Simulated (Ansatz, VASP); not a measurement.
**MgS2N2 in VASP and in Ansatz**

File POSCAR:

```
MgS2N2
1.0
    3.7222040000      3.7222040000      0.0000000000
    3.7222040000     -3.7222040000      0.0000000000
    0.0000000000      0.0000000000     -3.7222040000
Mg N S
1 2 2
Direct
    0.0000000000      0.0000000000      0.0000000000
    0.2500000000      0.7500000000      0.0000000000
    0.7500000000      0.2500000000      0.0000000000
    0.2500000000      0.2500000000      0.5000000000
    0.7500000000      0.7500000000      0.5000000000
```

INCAR.step1

```
ALGO     = Normal         # electronic algorithm
EDIFF    = 1E-5           # SCF threshold, eV
ENCUT    = 520            # plane-wave cutoff, eV
GGA      = PE             # functional
ISIF     = 2              # what is computed and relaxed
ISMEAR   = -1             # smearing method
LASPH    = T              # aspherical terms in the spheres
LREAL    = F              # projectors in reciprocal space
LWAVE    = T              # write WAVECAR
NBANDS   = 20             # bands
NELM     = 80             # most SCF steps
PREC     = Accurate       # precision mode
SIGMA    = 0.0501         # smearing width, eV
```

The input INCAR.step2:

```
AEXX     = 0.25           # exact-exchange fraction
ALGO     = Normal         # electronic algorithm
EDIFF    = 1E-7           # SCF threshold, eV
ENCUT    = 520            # plane-wave cutoff, eV
GGA      = PE             # functional
ISIF     = 2              # what is computed and relaxed
ISMEAR   = -1             # smearing method
ISTART   = 1            
LASPH    = T              # aspherical terms in the spheres
LCHARG   = T              # write CHGCAR
LELF     = T              # ELF
LHFCALC  = T              # exact exchange
LREAL    = F              # projectors in reciprocal space
LVHAR    = T            
LWAVE    = F              # write WAVECAR
NBANDS   = 20             # bands
NELM     = 80             # most SCF steps
PREC     = Accurate       # precision mode
PRECFOCK = Fast         
SIGMA    = 0.0501         # smearing width, eV
```

Contents of KPOINTS:

```
k-points
0
Gamma
  2 2 3
```

Input for Ansatz:

```yaml
crystal:
  lattice:
    - [3.722204, 3.722204, 0.0]
    - [3.722204, -3.722204, 0.0]
    - [0.0, 0.0, -3.722204]
  atoms:
    - { symbol: Mg, position: [0.0, 0.0, 0.0] }
    - { symbol: "N", position: [0.25, 0.75, 0.0] }
    - { symbol: "N", position: [0.75, 0.25, 0.0] }
    - { symbol: S, position: [0.25, 0.25, 0.5] }
    - { symbol: S, position: [0.75, 0.75, 0.5] }
kpoints:
  mp_grid: { grid: [2, 2, 3], shift: [0, 0, 0] }
magnetization:
  spin_polarized: false
scf:
  occupations: { method: fermi_dirac, width: 0.0501 }
hamiltonian:
  pseudopotentials: { kind: paw }
  xc: pbe0
basis:
  ecutwfc: 420
  fft_grid_basis: typed
output:
  forces: true
  stress: true
  eigenvalues: true
  bader: true
  populations: true
  elf: true
  write_potential: true
  volumetric_format: npy
  dos:
    e_range: [-12, 8]
    de: 0.05
    projected: { site_lists: { Mg: [Mg], "N": ["N"], S: [S] } }
    method: { smearing: { sigma: 0.1, scheme: gaussian } }
```

Alike in both runs: task single point; functional PBE0; k mesh 2 × 2 × 3; occupations fermi-dirac, width 0.0501 eV; no spin polarisation.

|  | VASP | Ansatz |
| --- | --- | --- |
| version | VASP 6.6.1 | Ansatz 0.2.0 |
| potentials or method | VASP PAW PBE potentials, release 64 (Mg, N, S), cutoff 520 eV | PAW plane waves |
| valence electrons in the cell | 24 | 32 |

|  | VASP | Ansatz | Ansatz less VASP |
| --- | --- | --- | --- |
| pressure (GPa) | -5.6 | -4.3 | +1.27 |
| traceless stress, the component that is largest in VASP (GPa) | 8.29 | 9.20 | +0.906 |
| rms of the force components (eV/Å) | 1.011 | 0.980 | -0.0308 |

Atom by atom the forces differ by 0.058 eV/Å (rms over components). VASP's potentials hold 24 valence electrons a cell and Ansatz's 32, so a difference there can come from the potentials and not from the codes. Ansatz's warnings: filled band counts differ across k points, stress exchange threshold loose, stress scf threshold loose.

The k mesh is coarse, so the values compare programs but aren't converged.
